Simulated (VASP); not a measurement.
# SnPt3 (Pm-3m) in VASP: single point with LDA

Aim: the single point of SnPt3 with LDA.

All numbers are computed with VASP 6.6.1; they aren't measurements. Logs are shortened: lines on timing, memory, paths and dates and some standing lists are left out, and cuts for length are marked.

## (1) The cell of the first run

The structure is cubic, space group Pm-3m (No. 221). Conventional cell: a = 3.980 Å, b = 3.980 Å, c = 3.980 Å, α = 90.00°, β = 90.00°, γ = 90.00°. Sn (site symmetry m-3m) has 12 Pt at 2.81 Å within 3.7 Å. Within 3.7 Å of Pt (site symmetry 4/mmm) lie 4 Sn at 2.81 Å and 8 Pt at 2.81 Å.

## (2) Single point, LDA

INCAR

```
SYSTEM = SnPt3
PREC     = Accurate       ! precision mode
ENCUT    = 520            ! plane-wave cutoff, eV
EDIFF    = 1E-6           ! SCF threshold, eV
ISMEAR   = -1             ! smearing method
SIGMA    = 0.05           ! smearing width, eV
LREAL    = .FALSE.        ! projectors in reciprocal space
LASPH    = .TRUE.         ! aspherical terms in the spheres
NELM     = 100            ! most SCF steps
ALGO     = Normal         ! electronic algorithm
ISIF     = 2              ! what is computed and relaxed
LWAVE    = .FALSE.        ! write WAVECAR
LCHARG   = .TRUE.         ! write CHGCAR
LELF     = .TRUE.         ! ELF
LVHAR    = .TRUE.       
NBANDS   = 30             ! bands
```

KPOINTS

```
Automatic mesh
0
G
  12 12 12
  0 0 0
```

POSCAR

```
SnPt3
1.0
    3.9797734427      0.0000000000      0.0000000000
    0.0000000000      3.9797734427      0.0000000000
    0.0000000000      0.0000000000      3.9797734427
Sn Pt
1 3
Direct
    0.0000000000      0.0000000000      0.0000000000
    0.0000000000      0.5000000000      0.5000000000
    0.5000000000      0.0000000000      0.5000000000
    0.5000000000      0.5000000000      0.0000000000
```

Potentials or basis: VASP PAW LDA potentials, release 64 (Sn_d, Pt).

Launch:

```console
$ cat potpaw_LDA.64/Sn_d/POTCAR potpaw_LDA.64/Pt/POTCAR > POTCAR
$ mpirun -np 1 vasp_std > vasp.out
```

OUTCAR:

```text
SYSTEM = SnPt3
   PREC = Accurate
   ENCUT = 520
   EDIFF = 1E-6
   ISMEAR = -1
   LREAL = .FALSE.
   LASPH = .TRUE.
   NELM = 100
   ISIF = 2

 ion  position               nearest neighbor table
   1  0.000  0.000  0.000-   2 2.81   3 2.81   4 2.81   2 2.81   3 2.81   2 2.81   4 2.81   2 2.81
                             3 2.81   4 2.81   3 2.81   4 2.81
   2  0.000  0.500  0.500-   1 2.81   3 2.81   4 2.81   1 2.81   4 2.81   1 2.81   3 2.81   1 2.81
                             3 2.81   4 2.81   4 2.81   3 2.81
   3  0.500  0.000  0.500-   1 2.81   2 2.81   4 2.81   1 2.81   4 2.81   2 2.81   4 2.81   4 2.81
                             1 2.81   2 2.81   1 2.81   2 2.81
   4  0.500  0.500  0.000-   1 2.81   2 2.81   3 2.81   2 2.81   3 2.81   1 2.81   3 2.81   3 2.81
                             1 2.81   2 2.81   2 2.81   1 2.81

  LATTYP: Found a simple cubic cell.
 ALAT       =     3.9797734427

  Lattice vectors:

 A1 = (   3.9797734427,   0.0000000000,   0.0000000000)
 A2 = (   0.0000000000,   3.9797734427,   0.0000000000)
 A3 = (   0.0000000000,   0.0000000000,   3.9797734427)

Analysis of symmetry for initial positions (statically):
=====================================================================
 Subroutine PRICEL returns:
 Original cell was already a primitive cell.

 Routine SETGRP: Setting up the symmetry group for a
 simple cubic supercell.

 Subroutine GETGRP returns: Found 48 space group operations
 (whereof 48 operations were pure point group operations)
 out of a pool of 48 trial point group operations.

The static configuration has the point symmetry O_h .

Analysis of symmetry for dynamics (positions and initial velocities):
=====================================================================
 Subroutine PRICEL returns:
 Original cell was already a primitive cell.

 Routine SETGRP: Setting up the symmetry group for a
 simple cubic supercell.

 Subroutine GETGRP returns: Found 48 space group operations
 (whereof 48 operations were pure point group operations)
 out of a pool of 48 trial point group operations.

The dynamic configuration has the point symmetry O_h .

 Subroutine INISYM returns: Found 48 space group operations
 (whereof 48 operations are pure point group operations),
 and found     1 'primitive' translations

----------------------------------------------------------------------------------------

                                     Primitive cell

  volume of cell :      63.0340

  direct lattice vectors                    reciprocal lattice vectors
     3.979773443  0.000000000  0.000000000     0.251270585  0.000000000  0.000000000
     0.000000000  3.979773443  0.000000000     0.000000000  0.251270585  0.000000000
     0.000000000  0.000000000  3.979773443     0.000000000  0.000000000  0.251270585

  length of vectors
     3.979773443  3.979773443  3.979773443     0.251270585  0.251270585  0.251270585

  position of ions in fractional coordinates (direct lattice)
     0.000000000  0.000000000  0.000000000
     0.000000000  0.500000000  0.500000000
     0.500000000  0.000000000  0.500000000
     0.500000000  0.500000000  0.000000000

  ion indices of the primitive-cell ions
   primitive index   ion index
                 1           1
                 2           2
                 3           3
                 4           4

----------------------------------------------------------------------------------------

 KPOINTS: Automatic mesh

Automatic generation of k-mesh.
 Grid dimensions read from file:
 generate k-points for:   12   12   12

 Generating k-lattice:

  Cartesian coordinates                     Fractional coordinates (reciprocal lattice)
     0.020939215  0.000000000  0.000000000     0.083333333  0.000000000  0.000000000
     0.000000000  0.020939215  0.000000000     0.000000000  0.083333333  0.000000000
     0.000000000  0.000000000  0.020939215     0.000000000  0.000000000  0.083333333

  Length of vectors
     0.020939215  0.020939215  0.020939215

  Shift w.r.t. Gamma in fractional coordinates (k-lattice)
     0.000000000  0.000000000  0.000000000

 Subroutine IBZKPT returns following result:
 ===========================================

 Found     84 irreducible k-points:

 Following reciprocal coordinates:
            Coordinates               Weight
  0.000000  0.000000  0.000000      1.000000
  0.083333  0.000000  0.000000      6.000000
  0.166667  0.000000  0.000000      6.000000
  0.250000  0.000000  0.000000      6.000000
  0.333333  0.000000  0.000000      6.000000
  0.416667  0.000000  0.000000      6.000000
[... 16 lines left out ...]
  0.333333  0.333333  0.000000     12.000000
  0.416667  0.333333  0.000000     24.000000
 [... further k-points ...]
   k-points           NKPTS =     84   k-points in BZ     NKDIM =     84   number of bands    NBANDS=     30
   number of dos      NEDOS =    301   number of ions     NIONS =      4
   total plane-waves  NPLWV =  27000
   dimension x,y,z NGX =    30 NGY =   30 NGZ =   30
   dimension x,y,z NGXF=    60 NGYF=   60 NGZF=   60
   ions per type =               1   3
   NGX,Y,Z   is equivalent  to a cutoff of  12.53, 12.53, 12.53 a.u.
   NGXF,Y,Z  is equivalent  to a cutoff of  25.06, 25.06, 25.06 a.u.
 SYSTEM =  SnPt3
   PREC   = accura    normal or accurate (medium, high low for compatibility)
   ISTART =      0    job   : 0-new  1-cont  2-samecut
   ICHARG =      2    charge: 1-file 2-atom 10-const
   ISPIN  =      1    spin polarized calculation?
   LNONCOLLINEAR =      F non collinear calculations
   LSORBIT =      F    spin-orbit coupling
   LASPH  =      T    aspherical Exc in radial PAW
   ENCUT  =  520.0 eV  38.22 Ry    6.18 a.u.   7.40  7.40  7.40*2*pi/ulx,y,z
   NELM   =    100;   NELMIN=  2; NELMDL= -5     # of ELM steps
   EDIFF  = 0.1E-05   stopping-criterion for ELM
   LREAL  =      F    real-space projection
   EDIFFG = 0.1E-04   stopping-criterion for IOM
   NSW    =      0    number of steps for IOM
   IBRION =     -1    ionic relax: 0-MD 1-quasi-New 2-CG
   NFREE  =      0    steps in history (QN), initial steepest desc. (CG)
   ISIF   =      2    stress and relaxation
   ISYM   =      2    0-nonsym 1-usesym 2-fastsym
   POTIM  = 0.5000    time-step for ionic-motion
   TEBEG  =    0.0;   TEEND  =   0.0 temperature during run
   PSTRESS=    0.0 pullay stress
   NELECT =      44.0000    total number of electrons
   NUPDOWN=      -1.0000    fix difference up-down
   EMIN   =  10.00;   EMAX   =-10.00  energy-range for DOS
   EFERMI =   0.00;   METHOD = LEGACY
   ISMEAR =    -1;   SIGMA  =   0.05  broadening in eV -4-tet -1-fermi 0-gaus
   EFERMI_NEDOS =   21; number of points for ismear=-14 and -15
   IALGO  =     38    algorithm
   IMIX   =      4    mixing-type and parameters
     AMIX     =   0.40;   BMIX     =  1.00
     AMIX_MAG =   1.60;   BMIX_MAG =  1.00
  volume/ion in A,a.u.               =      15.76       106.34
  Fermi-wavevector in a.u.,A,eV,Ry     =   1.452225  2.744308 28.694125  2.108959
  Thomas-Fermi vector in A             =   2.569632
   LORBIT       =      0    0 simple, 1 ext, 2 COOP (PROOUT), +10 PAW based schemes
   GGA     = CA    functional components
   LHFCALC =     F    Hartree Fock is set to
   AEXX    =    0.0000 exact exchange contribution
   IVDW    =     0    specifies the selected vdW correction
   LEPSILON=     F    determine dielectric tensor
   LRPA    =     F    only Hartree local field effects (RPA)
 non-spin polarized calculation
  energy-cutoff  :      520.00
  volume of cell :       63.03
 maximum number of plane-waves:      1743
 NGX is ok and might be reduce to    30
   NGX = 15   NGY = 15   NGZ = 15

 number of electron      44.0000020 magnetization

 Free energy of the ion-electron system (eV)
  ---------------------------------------------------
  ext. energy  EPLUGINS =         0.00000000
  ---------------------------------------------------
  free energy    TOTEN  =       -28.58794457 eV

  energy without entropy =      -28.57706196  energy(sigma->0) =      -28.58250326

 E-fermi :  12.1305     XC(G=0): -13.4162

 val. band max:       12.1213485255   @ k =   0.0833   0.0833   0.0833
 cond. band min:      12.1496754778   @ k =   0.4167   0.4167   0.3333
 fundamental gap:      0.0283269523
 Fermi energy:        12.1304797103

 k-point     1 :       0.0000    0.0000    0.0000
  band No.  band energies     occupation
      1      -9.8322      2.00000
      2      -9.8322      2.00000
      3      -9.8162      2.00000
      4      -9.8162      2.00000
      5      -9.8162      2.00000
      6      -0.1279      2.00000
[... 22 lines left out ...]
     29      19.8544      0.00000
     30      19.8544      0.00000

 k-point     2 :       0.0833    0.0000    0.0000
  band No.  band energies     occupation
      1      -9.8311      2.00000
      2      -9.8290      2.00000
      3      -9.8160      2.00000
      4      -9.8150      2.00000
      5      -9.8150      2.00000
      6      -0.0483      2.00000
[... 22 lines left out ...]
     29      19.9273      0.00000
     30      20.3778      0.00000

 k-point     3 :       0.1667    0.0000    0.0000
  band No.  band energies     occupation
      1      -9.8278      2.00000
      2      -9.8202      2.00000
      3      -9.8154      2.00000
      4      -9.8120      2.00000
      5      -9.8120      2.00000
      6       0.1879      2.00000
[... 22 lines left out ...]
     29      19.9538      0.00000
     30      21.1345      0.00000

 k-point     4 :       0.2500    0.0000    0.0000
  band No.  band energies     occupation
      1      -9.8234      2.00000
      2      -9.8146      2.00000
      3      -9.8082      2.00000
      4      -9.8078      2.00000
      5      -9.8078      2.00000
      6       0.5708      2.00000
[... 616 lines left out ...]
     29      20.9357      0.00000
     30      23.0682      0.00000

 k-point    23 :       0.3333    0.3333    0.0000
  band No.  band energies     occupation
      1      -9.8194      2.00000
      2      -9.8034      2.00000
      3      -9.8024      2.00000
      4      -9.8017      2.00000
      5      -9.7742      2.00000
      6       2.0477      2.00000
[... 22 lines left out ...]
     29      21.0315      0.00000
     30      21.1012      0.00000

 k-point    24 :       0.4167    0.3333    0.0000
  band No.  band energies     occupation
      1      -9.8217      2.00000
      2      -9.8027      2.00000
      3      -9.8006      2.00000
      4      -9.8002      2.00000
      5      -9.7672      2.00000
      6       2.4434      2.00000
[... 22 lines left out ...]
     29      20.4920      0.00000
     30      21.7431      0.00000

 [... further k-points ...]

------------------------ aborting loop because EDIFF is reached ----------------------------------------

  FORCE on cell =-STRESS in cart. coord.  units (eV):
  Direction    XX          YY          ZZ          XY          YZ          ZX
  --------------------------------------------------------------------------------------
  -------------------------------------------------------------------------------------
  Total        0.3440695      0.3440695      0.3440695     -0.0000000     -0.0000000      0.0000000
  in kB        8.7454411      8.7454411      8.7454411     -0.0000000     -0.0000000      0.0000000
  external PRESSURE =       8.7454411 kB  Pullay stress =       0.0000000 kB

 VOLUME and BASIS-vectors are now :
 -----------------------------------------------------------------------------
  energy-cutoff  :      520.00
  volume of cell :       63.03
      direct lattice vectors                 reciprocal lattice vectors
     3.979773443  0.000000000  0.000000000     0.251270585  0.000000000  0.000000000
     0.000000000  3.979773443  0.000000000     0.000000000  0.251270585  0.000000000
     0.000000000  0.000000000  3.979773443     0.000000000  0.000000000  0.251270585

 POSITION                                       TOTAL-FORCE (eV/Angst)
 -----------------------------------------------------------------------------------
      0.00000      0.00000      0.00000         0.000000      0.000000      0.000000
      0.00000      1.98989      1.98989         0.000000      0.000000      0.000000
      1.98989      0.00000      1.98989         0.000000      0.000000      0.000000
      1.98989      1.98989      0.00000         0.000000      0.000000      0.000000
 -----------------------------------------------------------------------------------
    total drift:                                0.000000      0.000000     -0.000000

  FREE ENERGIE OF THE ION-ELECTRON SYSTEM (eV)
  ---------------------------------------------------
  free  energy   TOTEN  =       -28.5879445693 eV

  energy  without entropy=      -28.5770619602  energy(sigma->0) =      -28.58250326
```

It took 1.9 min on 1 thread of Intel Xeon Platinum 8488C (Sapphire Rapids), shared host; peak memory 0.25 GiB.

Results:

- Free energy: -28.5879 eV
- Pressure: 0.9 GPa
- Band gap on the k mesh: zero (bands 22 and 23 overlap by 0.47 eV)

Levels at points of the mesh, in eV from the Fermi level:
| k point | band 20 | band 21 | band 22 | band 23 | band 24 | band 25 |
| --- | --- | --- | --- | --- | --- | --- |
| (0.00, 0.00, 0.00) | -1.28 | -0.43 | 0.12 | 0.12 | 0.12 | 2.98 |
| (0.50, 0.00, 0.00) | -2.45 | -1.17 | 0.13 | 1.82 | 3.92 | 3.92 |
| (0.50, 0.50, 0.00) | -2.17 | -2.00 | -1.62 | 0.92 | 0.92 | 5.13 |
| (0.50, 0.50, 0.50) | -2.17 | -0.83 | -0.34 | -0.34 | -0.34 | 0.92 |

Caveat: spin-orbit coupling is left out, which moves the levels of the heavy elements.
